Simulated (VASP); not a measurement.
# NaAg (Fd-3m) in VASP: density of states with PBE

Aim: the density of states of NaAg with PBE.

Everything below comes from runs of VASP 6.6.1. Logs are shortened: lines on timing, memory, paths and dates and some standing lists are left out, and cuts for length are marked.

**1. The cell of the first run**

The structure is cubic, space group Fd-3m (No. 227). The conventional cell has a = 6.963 Å, b = 6.963 Å, c = 6.963 Å, α = 90.00°, β = 90.00°, γ = 90.00°. Ag (site symmetry -43m) has 4 Ag at 3.01 Å and 10 Na at 3.01 to 3.48 Å within 4.0 Å. Na (site symmetry -43m) has 10 Ag at 3.01 to 3.48 Å and 4 Na at 3.01 Å within 4.0 Å.

**2. Density of states, PBE**

Input file POSCAR:

```
NaAg
1.0
    0.0000000000      3.4813220000      3.4813220000
    3.4813220000      0.0000000000      3.4813220000
    3.4813220000      3.4813220000      0.0000000000
Ag Na
2 2
Direct
    0.5000000000      0.5000000000      0.5000000000
    0.7500000000      0.7500000000      0.7500000000
    0.0000000000      0.0000000000      0.0000000000
    0.2500000000      0.2500000000      0.2500000000
```

Input file INCAR.step1:

```
  PREC = Accurate
  ENCUT = 520
  EDIFF = 1E-6
  ISMEAR = -1
  SIGMA = 0.1
  LREAL = F
  LASPH = T
  NELM = 80
  ALGO = Normal
  ISIF = 2
  LWAVE = F
  LCHARG = T
  LMAXMIX = 4
  GGA = PE
  NBANDS = 26
```

Input file KPOINTS.step1:

```
Automatic mesh
0
Gamma
  8 8 8
```

Input file INCAR.step2:

```
  PREC = Accurate
  ENCUT = 520
  EDIFF = 1E-6
  ISMEAR = -5
  SIGMA = 0.1
  LREAL = F
  LASPH = T
  NELM = 80
  ALGO = Normal
  ISIF = 2
  LWAVE = F
  LCHARG = F
  LMAXMIX = 4
  GGA = PE
  LORBIT = 11
  NBANDS = 26
  NEDOS = 2001
  ICHARG = 11
```

Input file KPOINTS.step2:

```
Automatic mesh
0
Gamma
  12 12 12
```

Potentials or basis: VASP PAW PBE potentials, release 64 (Ag, Na_pv).

Command:

```console
cat potpaw_PBE.64/Ag/POTCAR potpaw_PBE.64/Na_pv/POTCAR > POTCAR
cp INCAR.step1 INCAR
cp KPOINTS.step1 KPOINTS
mpirun -np 1 vasp_std > vasp.out
cp INCAR.step2 INCAR
cp KPOINTS.step2 KPOINTS
mpirun -np 1 vasp_std > vasp.out
```

OUTCAR:

```text
PREC = Accurate
   ENCUT = 520
   EDIFF = 1E-6
   ISMEAR = -5
   LREAL = F
   LASPH = T
   NELM = 80
   ISIF = 2
   GGA = PE
   LORBIT = 11
   ICHARG = 11

 ion  position               nearest neighbor table
   1  0.500  0.500  0.500-   4 3.01   4 3.01   4 3.01   2 3.01   4 3.01   2 3.01   2 3.01   2 3.01

   2  0.750  0.750  0.750-   1 3.01   1 3.01   1 3.01   1 3.01   3 3.01   3 3.01   3 3.01   3 3.01

   3  0.000  0.000  0.000-   2 3.01   2 3.01   2 3.01   2 3.01
   4  0.250  0.250  0.250-   1 3.01   1 3.01   1 3.01   1 3.01

  LATTYP: Found a face centered cubic cell.
 ALAT       =     6.9626440000

  Lattice vectors:

 A1 = (   0.0000000000,   3.4813220000,   3.4813220000)
 A2 = (   3.4813220000,   0.0000000000,   3.4813220000)
 A3 = (   3.4813220000,   3.4813220000,   0.0000000000)

Analysis of symmetry for initial positions (statically):
=====================================================================
 Subroutine PRICEL returns:
 Original cell was already a primitive cell.

 Routine SETGRP: Setting up the symmetry group for a
 face centered cubic supercell.

 Subroutine GETGRP returns: Found 48 space group operations
 (whereof 24 operations were pure point group operations)
 out of a pool of 48 trial point group operations.

The static configuration has the point symmetry T_d .
 The point group associated with its full space group is O_h .

Analysis of symmetry for dynamics (positions and initial velocities):
=====================================================================
 Subroutine PRICEL returns:
 Original cell was already a primitive cell.

 Routine SETGRP: Setting up the symmetry group for a
 face centered cubic supercell.

 Subroutine GETGRP returns: Found 48 space group operations
 (whereof 24 operations were pure point group operations)
 out of a pool of 48 trial point group operations.

The dynamic configuration has the point symmetry T_d .
 The point group associated with its full space group is O_h .

 Subroutine INISYM returns: Found 48 space group operations
 (whereof 24 operations are pure point group operations),
 and found     1 'primitive' translations

----------------------------------------------------------------------------------------

                                     Primitive cell

  volume of cell :      84.3845

  direct lattice vectors                    reciprocal lattice vectors
[... 95 lines left out ...]
   EDIFFG = 0.1E-04   stopping-criterion for IOM
   NSW    =      0    number of steps for IOM
   IBRION =     -1    ionic relax: 0-MD 1-quasi-New 2-CG
   NFREE  =      0    steps in history (QN), initial steepest desc. (CG)
   ISIF   =      2    stress and relaxation
   ISYM   =      2    0-nonsym 1-usesym 2-fastsym
   POTIM  = 0.5000    time-step for ionic-motion
   TEBEG  =    0.0;   TEEND  =   0.0 temperature during run
   PSTRESS=    0.0 pullay stress
   NELECT =      36.0000    total number of electrons
   NUPDOWN=      -1.0000    fix difference up-down
   EMIN   =  10.00;   EMAX   =-10.00  energy-range for DOS
   EFERMI =   0.00;   METHOD = LEGACY
   ISMEAR =    -5;   SIGMA  =   0.10  broadening in eV -4-tet -1-fermi 0-gaus
   EFERMI_NEDOS =   21; number of points for ismear=-14 and -15
   IALGO  =     38    algorithm
   IMIX   =      4    mixing-type and parameters
     AMIX     =   0.40;   BMIX     =  1.00
     AMIX_MAG =   1.60;   BMIX_MAG =  1.00
  volume/ion in A,a.u.               =      21.10       142.36
  Fermi-wavevector in a.u.,A,eV,Ry     =   1.232409  2.328915 20.664958  1.518832
  Thomas-Fermi vector in A             =   2.367180
   LORBIT       =     11    0 simple, 1 ext, 2 COOP (PROOUT), +10 PAW based schemes
   GGA     = PE    functional components
   LHFCALC =     F    Hartree Fock is set to
   AEXX    =    0.0000 exact exchange contribution
   IVDW    =     0    specifies the selected vdW correction
   LEPSILON=     F    determine dielectric tensor
   LRPA    =     F    only Hartree local field effects (RPA)
 non-spin polarized calculation
 Fermi weights with tetrahedron method with Bloechl corrections
  energy-cutoff  :      520.00
  volume of cell :       84.38
 maximum number of plane-waves:      2301
 NGX is ok and might be reduce to    40

 number of electron      36.0000016 magnetization

 Free energy of the ion-electron system (eV)
  ---------------------------------------------------
  ext. energy  EPLUGINS =         0.00000000
  ---------------------------------------------------
  free energy    TOTEN  =        -8.14435288 eV

  energy without entropy =       -8.14435288  energy(sigma->0) =       -8.14435288

 E-fermi :   4.1425     XC(G=0):  -9.5252

 val. band max:        4.1523132871   @ k =   0.4167   0.3333   0.0833
 cond. band min:       3.9182353164   @ k =  -0.2500   0.5000   0.2500
 fundamental gap:     -0.2340779707
 Fermi energy:         4.1425018682

 k-point     1 :       0.0000    0.0000    0.0000
  band No.  band energies     occupation
      1     -20.3071      2.00000
      2     -20.3071      2.00000
      3     -20.3071      2.00000
      4     -20.2352      2.00000
      5     -20.2352      2.00000
      6     -20.2352      2.00000
[... 685 lines left out ...]
     25      12.1421      0.00000
     26      12.3703      0.00000

 [... further k-points ...]
[... 5 lines left out ...]
  --------------------------------------------------------------------------------------
  -------------------------------------------------------------------------------------
  Total        0.5783781      0.5783781      0.5783781     -0.0000000      0.0000000     -0.0000000
  in kB       10.9814547     10.9814547     10.9814547     -0.0000000      0.0000000     -0.0000000
  external PRESSURE =      10.9814547 kB  Pullay stress =       0.0000000 kB

 VOLUME and BASIS-vectors are now :
 -----------------------------------------------------------------------------
  energy-cutoff  :      520.00
  volume of cell :       84.38
      direct lattice vectors                 reciprocal lattice vectors
     0.000000000  3.481322000  3.481322000    -0.143623600  0.143623600  0.143623600
     3.481322000  0.000000000  3.481322000     0.143623600 -0.143623600  0.143623600
     3.481322000  3.481322000  0.000000000     0.143623600  0.143623600 -0.143623600

 POSITION                                       TOTAL-FORCE (eV/Angst)
 -----------------------------------------------------------------------------------
      3.48132      3.48132      3.48132        -0.000000     -0.000000     -0.000000
      5.22198      5.22198      5.22198         0.000000      0.000000      0.000000
      0.00000      0.00000      0.00000         0.000000     -0.000000      0.000000
      1.74066      1.74066      1.74066        -0.000000      0.000000     -0.000000
 -----------------------------------------------------------------------------------
    total drift:                               -0.000000      0.000000      0.000000

  FREE ENERGIE OF THE ION-ELECTRON SYSTEM (eV)
  ---------------------------------------------------
  free  energy   TOTEN  =        -8.1443528806 eV

  energy  without entropy=       -8.1443528806  energy(sigma->0) =       -8.14435288

 total charge

# of ion       s       p       d       tot
------------------------------------------
    1        0.488   0.181   9.152   9.822
    2        0.488   0.181   9.152   9.822
    3        0.097   5.988   0.000   6.085
    4        0.097   5.988   0.000   6.085
--------------------------------------------------
tot          1.171  12.338  18.305  31.814
```

OUTCAR.step1:

```text
PREC = Accurate
   ENCUT = 520
   EDIFF = 1E-6
   ISMEAR = -1
   LREAL = F
   LASPH = T
[... 927 lines left out ...]
      3.48132      3.48132      3.48132         0.000000      0.000000      0.000000
      5.22198      5.22198      5.22198         0.000000     -0.000000     -0.000000
      0.00000      0.00000      0.00000         0.000000      0.000000      0.000000
      1.74066      1.74066      1.74066        -0.000000     -0.000000     -0.000000
 -----------------------------------------------------------------------------------
    total drift:                               -0.000000      0.000000      0.000000

  FREE ENERGIE OF THE ION-ELECTRON SYSTEM (eV)
  ---------------------------------------------------
  free  energy   TOTEN  =        -8.1665415851 eV

  energy  without entropy=       -8.1279054379  energy(sigma->0) =       -8.14722351
```

OSZICAR.step1:

```text
N       E                     dE             d eps       ncg     rms          rms(c)
DAV:   1     0.306328368037E+03    0.30633E+03   -0.18172E+04  1508   0.154E+03
DAV:   2     0.732075808306E+01   -0.29901E+03   -0.28516E+03  1524   0.395E+02
DAV:   3    -0.840248817834E+01   -0.15723E+02   -0.15583E+02  1688   0.984E+01
DAV:   4    -0.863837763858E+01   -0.23589E+00   -0.23568E+00  1736   0.123E+01
DAV:   5    -0.864379222270E+01   -0.54146E-02   -0.54144E-02  1868   0.175E+00    0.456E+00
DAV:   6    -0.819193241654E+01    0.45186E+00   -0.18041E+00  1632   0.980E+00    0.238E+00
DAV:   7    -0.817595332447E+01    0.15979E-01   -0.39388E-02  1638   0.177E+00    0.128E+00
DAV:   8    -0.816648341816E+01    0.94699E-02   -0.94004E-03  1792   0.666E-01    0.824E-02
DAV:   9    -0.816653072797E+01   -0.47310E-04   -0.55016E-04  1696   0.215E-01    0.435E-02
DAV:  10    -0.816654273991E+01   -0.12012E-04   -0.51947E-05  1670   0.731E-02    0.696E-03
DAV:  11    -0.816654157215E+01    0.11678E-05   -0.35290E-06  1612   0.223E-02    0.128E-03
DAV:  12    -0.816654158506E+01   -0.12910E-07   -0.35101E-07   854   0.653E-03
   1 F= -.81665416E+01 E0= -.81472235E+01  d E =-.386361E-01
```

It took 2.3 min on 1 thread of Oxide Virtual Turin-like, shared host; peak memory 0.27 GiB.

What came out:

```
Valence electrons inside the program's atomic spheres : Ag 9.82; Na 6.08
```

Levels at points of the mesh, in eV from the Fermi level:
| k point | band 16 | band 17 | band 18 | band 19 | band 20 | band 21 |
| --- | --- | --- | --- | --- | --- | --- |
| (0.00, 0.00, 0.00) | -3.77 | -3.77 | 4.34 | 4.34 | 4.34 | 4.73 |
| (0.50, 0.00, 0.00) | -3.82 | -2.78 | -2.52 | 2.65 | 2.65 | 4.52 |
| (0.50, 0.50, 0.00) | -3.76 | -2.04 | -2.04 | 0.74 | 0.74 | 3.14 |

Caveat: tetrahedron occupations give inexact forces and stress in metals.
